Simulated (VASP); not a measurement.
Write the native input for VASP 6.6.1 that does the following.

* Task: single point
* Functional: PBE
* Potentials or basis: VASP PAW PBE potentials, release 64 (Si)
* Cutoff: 520 eV
* k mesh: 14 × 14 × 14
* Occupations: gaussian, width 0.05 eV
* Spin: non-collinear spin, zero start, spin-orbit coupling
* Starting moments: [[0.0, 0.0, 0.0], [0.0, 0.0, 0.0]] μB
* Dipole correction: no
* Further INCAR settings: ALGO = Normal; EDIFF = 1e-06; NBANDS = 20

The structure of Si lies in POSCAR:

```
Si
1.0
    0.0000000000      2.7350952869      2.7350952869
    2.7350952869      0.0000000000      2.7350952869
    2.7350952869      2.7350952869      0.0000000000
Si
2
Direct
    0.5000000000      0.5000000000      0.5000000000
    0.7500000000      0.7500000000      0.7500000000
```

The input as run:

INCAR

```
PREC = Accurate
ENCUT = 520
EDIFF = 1E-6
ISMEAR = 0
SIGMA = 0.05
LREAL = False
LASPH = True
NELM = 150
ALGO = Normal
ISIF = 2
LWAVE = False
LCHARG = True
MAGMOM = 0 0 0 0 0 0
LORBIT = 11
LSORBIT = True
GGA_COMPAT = False
LORBMOM = True
GGA = PE
LVHAR = True
NBANDS = 20
```

KPOINTS

```
regular mesh
0
Gamma
  14 14 14
```

Potentials or basis: VASP PAW PBE potentials, release 64 (Si).

Launch:

```console
$ cat potpaw_PBE.64/Si/POTCAR > POTCAR
$ mpirun -np 1 vasp_ncl > vasp.out
```

Results of the run:

```
Pressure                                              : -0.1 GPa
Net moment                                            : 0.00 μB per cell
Valence electrons inside the program's atomic spheres : Si 1.68
```

Run time: 2.8 min on 1 thread of Intel Xeon 6975P-C, on a shared host, peak memory 0.33 GiB.
